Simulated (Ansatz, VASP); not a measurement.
# One calculation of Mg, two programs

File INCAR:

```
  PREC = Accurate
  ENCUT = 520
  EDIFF = 1E-6
  ISMEAR = 0
  SIGMA = 0.15
  LREAL = False
  LASPH = True
  NELM = 80
  ALGO = Normal
  ISIF = 2
  LWAVE = False
  LCHARG = False
  GGA = PE
  NBANDS = 7
```

File KPOINTS:

```
regular mesh
0
Gamma
  20 20 20
```

The input POSCAR:

```
Mg
1.0
   -1.8190955876      1.8190955876      1.6895787993
    1.8190955876     -1.8190955876      1.6895787993
    1.8190955876      1.8190955876     -1.6895787993
Mg
1
Direct
    0.0000000000      0.0000000000      0.0000000000
```

Input for Ansatz:

```yaml
crystal:
  lattice:
    - [-1.8190955876, 1.8190955876, 1.6895787993]
    - [1.8190955876, -1.8190955876, 1.6895787993]
    - [1.8190955876, 1.8190955876, -1.6895787993]
  atoms:
    - { symbol: Mg, position: [0.0, 0.0, 0.0] }
basis:
  ecutwfc: 520.0
kpoints:
  mp_grid: { grid: [20, 20, 20] }
hamiltonian:
  xc: pbe
  pseudopotentials: { kind: paw }
scf:
  occupations: { method: gaussian, width: 0.15 }
output:
  forces: true
  stress: true
  eigenvalues: true
  write_density: true
  write_potential: true
  elf: true
  volumetric_format: npy
```

Alike in both runs: task single point; functional PBE; k mesh 20 × 20 × 20; occupations gaussian, width 0.15 eV; no spin polarisation.

```csv
,VASP,Ansatz
version,VASP 6.6.1,Ansatz 0.2.0
potentials or method,"VASP PAW PBE potentials, release 64 (Mg), cutoff 520 eV","scalar-relativistic, plane waves, PAW"
valence electrons in the cell,2,10
```

Ansatz gave:

- gap on the k mesh at the Fermi level (eV): none
- pressure (GPa): 1.0
- traceless stress, the component that is largest in VASP (GPa): 0.12

**Question.** Estimate VASP's values.

**Answer.** gap on the k mesh at the Fermi level (eV): none; pressure (GPa): 0.9; traceless stress, the component that is largest in VASP (GPa): 0.12.

A gap of «none» marks a metal or a gap that the smearing closes. With one functional, cell and mesh, what is left measures potentials, basis and numerics. VASP's potentials hold 2 valence electrons a cell and Ansatz's 10, so a difference there can come from the potentials and not from the codes.
